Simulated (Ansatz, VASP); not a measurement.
**MgH2: VASP beside Ansatz**

```
Mg H
1.0
    -1.92774    1.92774    4.78564
     1.92774   -1.92774    4.78564
     1.92774    1.92774   -4.78564
Mg H
2 4
Direct
  0.75000 0.25000 0.50000
  0.00000 0.00000 0.00000
  0.53982 0.03982 0.50000
  0.78982 0.78982 0.00000
  0.21018 0.21018 0.00000
  0.96018 0.46018 0.50000
```

Alike in both runs: task single point; functional r2SCAN; k mesh 8 × 8 × 8; no spin polarisation.

|  | VASP | Ansatz |
| --- | --- | --- |
| version | VASP 6.6.1 | Ansatz 0.2.0 |
| potentials or method | VASP PAW PBE potentials, release 64 (Mg, H) | plane waves, PAW |
| plane-wave cutoff (eV) | 520 | 500 |
| occupations | gaussian, width 0.01 eV | fixed |
| valence electrons in the cell | 8 | 24 |

```tsv
	VASP	Ansatz	Ansatz less VASP
gap on the k mesh at the Fermi level (eV)	4.02	4.04	+0.028
pressure (GPa)	-2.9	-2.5	+0.37
traceless stress, the component that is largest in VASP (GPa)	-0.24	-0.20	+0.048
rms of the force components (eV/Å)	0.029	0.027	-0.0016
```

VASP's potentials were made for PBE, not for r2SCAN. Atom by atom the forces differ by 0.002 eV/Å (rms over components). VASP's potentials hold 8 valence electrons a cell and Ansatz's 24, so a difference there can come from the potentials and not from the codes.
